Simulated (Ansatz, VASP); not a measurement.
## Two plane-wave programs on W

INCAR

```
SYSTEM = W
PREC = Accurate
ENCUT = 400
EDIFF = 1E-6
ISMEAR = 1
SIGMA = 0.1
LREAL = .FALSE.
LASPH = .TRUE.
NELM = 120
ALGO = Normal
ISIF = 2
LWAVE = .FALSE.
LCHARG = .FALSE.
LDIPOL = .TRUE.
IDIPOL = 3
DIPOL = 0.5 0.5 0.650
GGA = PE
NBANDS = 36
GGA_COMPAT = .FALSE.
NELMDL = -8
```

KPOINTS

```
regular mesh
0
G
  12 12 1
  0 0 0
```

The input POSCAR:

```
W
1.0
    2.8674683021     -0.0000000080      0.0000000000
   -0.9558227749      2.7034750390      0.0000000000
    0.0000000000      0.0000000000     28.2812012849
W
4
Direct
    0.0008955959      0.9991044041      0.5360319882
    0.5004866465      0.4995133535      0.6122306461
   -0.0000830219      1.0000830219      0.6897148931
    0.5001891324      0.4998108676      0.7630645253
```

Input for Ansatz:

```yaml
crystal:
  lattice:
    - [2.8674683021, -8.0e-09, 0.0]
    - [-0.9558227749, 2.703475039, 0.0]
    - [0.0, 0.0, 28.2812012849]
  atoms:
    - { symbol: W, position: [0.0008955959, 0.9991044041, 0.5360319882] }
    - { symbol: W, position: [0.5004866465, 0.4995133535, 0.6122306461] }
    - { symbol: W, position: [-8.30219e-05, 1.0000830219, 0.6897148931] }
    - { symbol: W, position: [0.5001891324, 0.4998108676, 0.7630645253] }
basis:
  ecutwfc: 420
kpoints:
  mp_grid: { grid: [12, 12, 1] }
hamiltonian:
  xc: pbe
  pseudopotentials: { kind: paw, azcp: { folder: soft_1 } }
scf:
  occupations: { method: methfessel_paxton, width: 0.1 }
  n_extra_bands: 8
  max_iter: 160
output:
  forces: true
  eigenvalues: true
  write_density: true
  write_potential: true
  elf: true
  volumetric_format: npy
efield:
  axis: 3
  dipole_correction: true
```

Alike in both runs: task single point; functional PBE; k mesh 12 × 12 × 1; occupations methfessel-paxton of order 1, width 0.1 eV; no spin polarisation.

|  | VASP | Ansatz |
| --- | --- | --- |
| version | VASP 6.6.1 | Ansatz 0.2.0 |
| potentials or method | VASP PAW PBE potentials, release 64 (W_sv), cutoff 400 eV | scalar-relativistic, plane waves, PAW |
| valence electrons in the cell | 56 | 56 |

|  | VASP | Ansatz | Ansatz less VASP |
| --- | --- | --- | --- |
| gap on the k mesh at the Fermi level (eV) | none | none | - |
| rms of the force components (eV/Å) | 0.266 | 0.269 | +0.0025 |

Atom by atom the forces differ by 0.012 eV/Å (rms over components). A gap of «none» marks a metal or a gap that the smearing closes. Ansatz's warnings: xc potential rough in thin density.

Neither program's run includes spin-orbit coupling.
